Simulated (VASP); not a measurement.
Here is a VASP 6.6.1 calculation.

Contents of INCAR:

```
SYSTEM = TiSi2
ALGO = Normal
EDIFF = 1E-6
ENCUT = 520
GGA = PE
ISIF = 2
ISMEAR = -1
LASPH = .True.
LCHARG = .True.
LELF = .True.
LREAL = .False.
LVHAR = .True.
LWAVE = .False.
NBANDS = 29
NELM = 60
PREC = Accurate
SIGMA = 0.05
```

The input KPOINTS:

```
k-points
0
Gamma
  7 7 7
  0 0 0
```

POSCAR

```
TiSi2
1.0
    0.0000000000      3.8868605635      4.1155452089
    2.2787153677      0.0000000000      4.1155452089
    2.2787153677      3.8868605635      0.0000000000
Ti Si
2 4
Direct
    0.7500000000      0.7500000000      0.7500000000
    0.5000000000      0.5000000000      0.5000000000
    0.4136817916      0.0863182084      0.4136817916
    0.0863182084      0.4136817916      0.0863182084
    0.1636817916      0.8363182084      0.1636817916
    0.8363182084      0.1636817916      0.8363182084
```

Potentials or basis: VASP PAW PBE potentials, release 64 (Ti_sv, Si).

Command:

```console
$ cat potpaw_PBE.64/Ti_sv/POTCAR potpaw_PBE.64/Si/POTCAR > POTCAR
$ mpirun -np 1 vasp_std > vasp.out
```

Q: What does it give for the pressure?

A: 29.9 GPa.

Q: Estimate the band gap on the k mesh.

A: Zero (bands 20 and 21 overlap by 2.02 eV).

Caveat: the cell stands under pressure.
